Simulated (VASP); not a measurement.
Runs of VASP 6.6.1 on H. The structure is that of space group P4/mmm (No. 123), or close to it. The cells are those of the table. 

| cell | gap on the mesh (eV) | pressure (GPa) |
| --- | --- | --- |
| a = 2.493, b = 2.493, c = 1.107 Å, 1 atom | none | (a) |
| a = 2.607, b = 2.607, c = 1.013 Å, 1 atom | none | -1.8 |
| a = 2.428, b = 2.428, c = 1.168 Å, 1 atom | none | -12.7 |
| a = 2.854, b = 2.854, c = 0.845 Å, 1 atom | none | 20.6 |

Alike in all rows: task single point; level PBEsol; potentials or basis VASP PAW PBE potentials, release 64 (H); no spin polarisation; k mesh 12 × 12 × 30; cutoff (eV) 520; smearing gaussian 0.05 eV.

Question: Estimate the missing entries.

Answer: (a) -9.3.

Caveats: the PAW data sets were made with another functional, which shifts forces and pressure a little.

A gap of «none» marks levels without a gap at the run's occupations.
